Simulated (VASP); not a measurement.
Input of a VASP 6.6.1 run:

File POSCAR:

```
BN
1.0
    0.0000000000      1.7173878684      1.7173878684
    1.7173878684      0.0000000000      1.7173878684
    1.7173878684      1.7173878684      0.0000000000
B N
1 1
Direct
    0.0000000000      0.0000000000      0.0000000000
    0.5000000000      0.5000000000      0.5000000000
```

INCAR.step1

```
ALGO = Normal
EDIFF = 1E-5
ENCUT = 520
GGA = PE
GGA_COMPAT = F
ISIF = 2
ISMEAR = 0
LASPH = T
LREAL = F
LWAVE = T
NBANDS = 11
NELM = 120
PREC = Accurate
SIGMA = 0.05
```

Contents of INCAR.step2:

```
ALGO = Normal
EDIFF = 1E-6
ENCUT = 520
GGA = PE
GGA_COMPAT = F
HFSCREEN = 0.2079
ISIF = 2
ISMEAR = 0
ISTART = 1
LASPH = T
LCHARG = T
LELF = T
LHFCALC = T
LREAL = F
LVHAR = T
LWAVE = F
NBANDS = 11
NELM = 120
PREC = Accurate
PRECFOCK = Normal
SIGMA = 0.05
```

The input KPOINTS:

```
k-points
0
Gamma
  8 8 8
```

Potentials or basis: VASP PAW PBE potentials, release 64 (B, N).

Command:

```sh
$ cat potpaw_PBE.64/B/POTCAR potpaw_PBE.64/N/POTCAR > POTCAR
$ cp INCAR.step1 INCAR
$ mpirun -np 1 vasp_std > vasp.out
$ cp INCAR.step2 INCAR
$ mpirun -np 1 vasp_std > vasp.out
```

Predict the band gap on the k mesh.

2.76 eV (least direct gap 7.44 eV).

What does it give for the pressure?

13.3 GPa.

Caveat: the cell stands under pressure; the PAW data sets were made with another functional, which shifts forces and pressure a little. A k mesh can miss the band edges.
